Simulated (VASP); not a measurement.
Runs of VASP 6.6.1 on SiO2. The structure is that of space group P4_2/mnm (No. 136), or close to it. The cells are those of the table. 

| task | cell | gap on the mesh (eV) | pressure (GPa) | largest force (eV/Å) |
| --- | --- | --- | --- | --- |
| single point | a = 4.306, b = 4.306, c = 2.668 Å, 6 atoms | 4.66 | (b) | 0.39 |
| electric field gradients | a = 4.264, b = 4.264, c = 2.668 Å, 6 atoms | 4.96 | -6.6 | 0.18 |
| electric field gradients | a = 4.055, b = 4.055, c = 2.668 Å, 6 atoms | 6.26 | 26.4 | 0.78 |
| single point | a = 4.264, b = 4.264, c = 2.668 Å, 6 atoms | 4.96 | -6.6 | 0.18 |
| single point | a = 4.096, b = 4.096, c = 2.668 Å, 6 atoms | 6.23 | 18.4 | 0.61 |
| single point | a = 4.055, b = 4.055, c = 2.668 Å, 6 atoms | 6.26 | 26.3 | 0.78 |
| single point | a = 4.138, b = 4.138, c = 2.668 Å, 6 atoms | (a) | 11.2 | 0.43 |
| electric field gradients | a = 4.096, b = 4.096, c = 2.668 Å, 6 atoms | 6.23 | 18.4 | 0.61 |

Alike in all rows: level PBEsol; potentials or basis VASP PAW PBE potentials, release 64 (Si, O); no spin polarisation; k mesh 6 × 6 × 9; cutoff (eV) 520; smearing fermi-dirac 0.03 eV.

Task: Estimate the missing entries.

Result: (a) 5.90; (b) -11.5.

Caveats: the PAW data sets were made with another functional, which shifts forces and pressure a little; the stress differs along the axes, from -9 to -2 GPa (at least some runs); the stress differs along the axes, from 20 to 29 GPa (at least some runs); the stress differs along the axes, from 15 to 20 GPa (at least some runs); the stress differs along the axes, from -15 to -5 GPa (at least some runs); the cell stands under pressure (at least some runs).

A k mesh can miss the band edges.
